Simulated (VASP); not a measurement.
# WC (Qusongite): single point with PBEsol

Crystal: WC (Qusongite).

```
W C
1.0
     2.90650    0.00000    0.00000
    -1.45325    2.51710    0.00000
     0.00000    0.00000    2.83660
W C
1 1
Cartesian
  0.0000 0.0000 0.0000
  1.4533 0.8390 1.4183
```

- Program: VASP 6.6.1
- Task: single point
- Functional: PBEsol
- Potentials or basis: VASP PAW PBE potentials, release 64 (W_sv, C)
- Cutoff: 520 eV
- k mesh: 8 × 8 × 6
- Occupations: fermi-dirac, width 0.05 eV
- Spin: no spin polarisation
- Dipole correction: no
- Further INCAR settings: ALGO = Normal; EDIFF = 1e-07; NBANDS = 16

```yaml
Pressure: -2.2 GPa
Band_gap_on_the_k_mesh: zero (band 9 reaches 11.39 eV, above the bottom of band 10 at 10.35 eV)
```

Stress tensor (GPa, compression positive):
```
-1.33  0.00  0.00
 0.00 -1.33  0.00
 0.00  0.00 -3.99
```

Levels at points of the mesh, in eV from the Fermi level:
```tsv
k point	band 7	band 8	band 9	band 10	band 11	band 12
(0.00, 0.00, 0.00)	-3.38	-3.38	0.06	3.18	3.18	5.60
(0.50, 0.00, 0.00)	-3.67	-3.64	-0.50	2.28	4.50	4.86
(0.00, 0.00, 0.50)	-2.06	-2.06	-0.64	-0.64	3.64	4.47
(0.50, 0.00, 0.50)	-4.37	-4.24	0.25	4.40	5.27	6.61
```

Wall time 8.2 s on 1 thread of AMD EPYC 9R45 96-Core Processor (Zen 5) (shared host), peak memory 0.12 GiB.

Caveat: the k points lie up to 0.37 Å⁻¹ apart; the PAW data sets were made with another functional, which shifts forces and pressure a little; spin-orbit coupling is left out, which moves the levels of the heavy elements.
